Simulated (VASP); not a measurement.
Set up this calculation in VASP 6.6.1, as the native input.

* Task: single point
* Functional: PBE
* Dispersion: D3(BJ)
* Potentials or basis: VASP PAW PBE potentials, release 64 (C)
* Cutoff: 520 eV
* k mesh: 21 × 21 × 1
* Occupations: gaussian, width 0.1 eV
* Spin: no spin polarisation
* Dipole correction: yes
* Further INCAR settings: ALGO = Normal; EDIFF = 1e-06; NBANDS = 11

The structure of C lies in POSCAR:

```
C
1.0
    2.3760000000      0.0000000000      0.0000000000
   -1.1880000000      2.0576763594      0.0000000000
    0.0000000000      0.0000000000     26.0024170307
C
2
Direct
    0.6666666667      0.3333333333      0.5054994888
    0.3333333333      0.6666666667      0.4945005112
```

The input as run:

INCAR

```
PREC = Accurate
ENCUT = 520
EDIFF = 1E-6
ISMEAR = 0
SIGMA = 0.1
LREAL = False
LASPH = True
NELM = 60
ALGO = Normal
ISIF = 2
LWAVE = False
LCHARG = False
LDIPOL = True
IDIPOL = 3
DIPOL = 0.5 0.5 0.500
GGA = PE
IVDW = 12
NBANDS = 11
```

KPOINTS

```
Automatic mesh
0
Gamma
  21 21 1
```

Potentials or basis: VASP PAW PBE potentials, release 64 (C).

The run is started by

```bash
$ cat potpaw_PBE.64/C/POTCAR > POTCAR
$ mpirun -np 1 vasp_std > vasp.out
```

It gave:

| Property | Result |
| --- | --- |
| Largest force | 4.781 eV/Å |
| Band gap on the k mesh | zero (filled and empty bands touch) |
| Dispersion energy per atom | -0.086 eV |

Wall time 120 s on 1 thread of Intel Xeon 8259CL, with other jobs on the host, peak memory 0.26 GiB.
